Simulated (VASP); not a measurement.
A run of VASP 6.6.1 is set up as follows.

Contents of INCAR:

```
SYSTEM = Nb
PREC = Accurate
ENCUT = 400
EDIFF = 1E-6
ISMEAR = 0
SIGMA = 0.1
LREAL = .False.
LASPH = .True.
NELM = 120
ALGO = Normal
ISIF = 2
LWAVE = .False.
LCHARG = .False.
LDIPOL = .True.
IDIPOL = 3
DIPOL = 0.5 0.5 0.288
GGA = CA
NBANDS = 26
GGA_COMPAT = .False.
NELMDL = -8
```

The input KPOINTS:

```
regular mesh
0
Gamma
  9 9 1
  0 0 0
```

POSCAR

```
Nb
1.0
    2.9270177637      0.0000000000      0.0000000000
    0.0000000000      2.9270177637      0.0000000000
    0.0000000000      0.0000000000     21.1957939222
Nb
3
Direct
    0.5000000000      0.5000000000      0.1887166867
    0.0000000000      0.0000000000      0.2876907936
    0.5000000000      0.5000000000      0.3866707684
```

Potentials or basis: VASP PAW LDA potentials, release 64 (Nb_sv).

Launch:

```bash
$ cat potpaw_LDA.64/Nb_sv/POTCAR > POTCAR
$ mpirun -np 1 vasp_std > vasp.out
```

Task: Predict the largest force.

Result: 0.011 eV/Å.

Forces on the atoms (eV/Å):
```
Nb   0.000  0.000 -0.011
Nb   0.000  0.000  0.000
Nb   0.000  0.000  0.011
```
